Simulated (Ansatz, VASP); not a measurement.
Two plane-wave programs on NaF

File INCAR:

```
SYSTEM = NaF
PREC     = Accurate       ! precision mode
ENCUT    = 520            ! plane-wave cutoff, eV
EDIFF    = 1E-7           ! SCF threshold, eV
ISMEAR   = 0              ! smearing method
SIGMA    = 0.05           ! smearing width, eV
LREAL    = .FALSE.        ! projectors in reciprocal space
LASPH    = .TRUE.         ! aspherical terms in the spheres
NELM     = 100            ! most SCF steps
ALGO     = Normal         ! electronic algorithm
ISIF     = 2              ! what is computed and relaxed
LWAVE    = .FALSE.        ! write WAVECAR
LCHARG   = .TRUE.         ! write CHGCAR
GGA      = PS             ! functional
LELF     = .TRUE.         ! ELF
LVHAR    = .TRUE.       
NBANDS   = 14             ! bands
```

The input KPOINTS:

```
regular mesh
0
G
  10 10 10
  0 0 0
```

File POSCAR:

```
NaF
1.0
    0.0000000000      2.3887792430      2.1976769035
    2.3887792430      0.0000000000      2.1976769035
    2.3887792430      2.3887792430      0.0000000000
Na F
1 1
Direct
    0.0000000000      0.0000000000      0.0000000000
    0.5000000000      0.5000000000      0.5000000000
```

Input for Ansatz:

```yaml
crystal:
  lattice:
    - [0.0, 2.388779243, 2.1976769035]
    - [2.388779243, 0.0, 2.1976769035]
    - [2.388779243, 2.388779243, 0.0]
  atoms:
    - { symbol: Na, position: [0.0, 0.0, 0.0] }
    - { symbol: F, position: [0.5, 0.5, 0.5] }
basis:
  ecutwfc: 420
kpoints:
  mp_grid: { grid: [10, 10, 10] }
hamiltonian:
  xc: pbesol
scf:
  occupations: { method: gaussian, width: 0.05 }
output:
  forces: true
  stress: true
  eigenvalues: true
```

Alike in both runs: task single point; functional PBEsol; k mesh 10 × 10 × 10; occupations gaussian, width 0.05 eV; no spin polarisation.

```csv
,VASP,Ansatz
version,VASP 6.6.1,Ansatz 0.2.0
potentials or method,"VASP PAW PBE potentials, release 64 (Na_pv, F), cutoff 520 eV","scalar-relativistic, plane waves, PAW"
valence electrons in the cell,14,16
```

```tsv
	VASP	Ansatz	Ansatz less VASP
gap on the k mesh at the Fermi level (eV)	6.11	6.13	+0.020
least direct gap on the mesh (eV)	6.11	6.13	+0.020
pressure (GPa)	0.4	0.4	-0.02
traceless stress, the component that is largest in VASP (GPa)	5.23	4.99	-0.232
```

VASP's potentials were made for PBE, not for PBEsol. VASP's potentials hold 14 valence electrons a cell and Ansatz's 16, so a difference there can come from the potentials and not from the codes.
